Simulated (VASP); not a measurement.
# Cl: single point with PBE

The system is Cl.

```
Cl
1.0
     0.00000    3.23585    3.23585
     3.23585    0.00000    3.23585
     3.23585    3.23585    0.00000
Cl
2
Cartesian
  0.0000 0.0000 0.0000
  1.6179 1.6179 1.6179
```

```
Program             : VASP 6.6.1
Task                : single point
Functional          : PBE
Potentials or basis : VASP PAW PBE potentials, release 64 (Cl)
Cutoff              : 520 eV
k mesh              : 14 × 14 × 14
Occupations         : fermi-dirac, width 0.08 eV
Spin                : no spin polarisation
```

| Quantity | Value |
| --- | --- |
| Pressure | 0.0 GPa |
| Band gap on the k mesh | zero (bands 7 and 8 overlap by 1.16 eV) |

Levels at points of the mesh, in eV from the Fermi level:
| k point | band 5 | band 6 | band 7 | band 8 | band 9 | band 10 |
| --- | --- | --- | --- | --- | --- | --- |
| (0.00, 0.00, 0.00) | -2.66 | -0.83 | -0.83 | -0.83 | 6.44 | 10.62 |
| (0.50, 0.00, 0.00) | -3.05 | -0.30 | -0.30 | -0.15 | 8.77 | 9.40 |
| (0.50, 0.50, 0.00) | -1.77 | -1.77 | 0.33 | 0.33 | 8.31 | 8.31 |

Wall time 60 s on 1 thread of Intel(R) Xeon(R) Platinum 8259CL CPU @ 2.50GHz (Skylake/Cascade Lake), with other jobs on the host, peak memory 0.23 GiB.
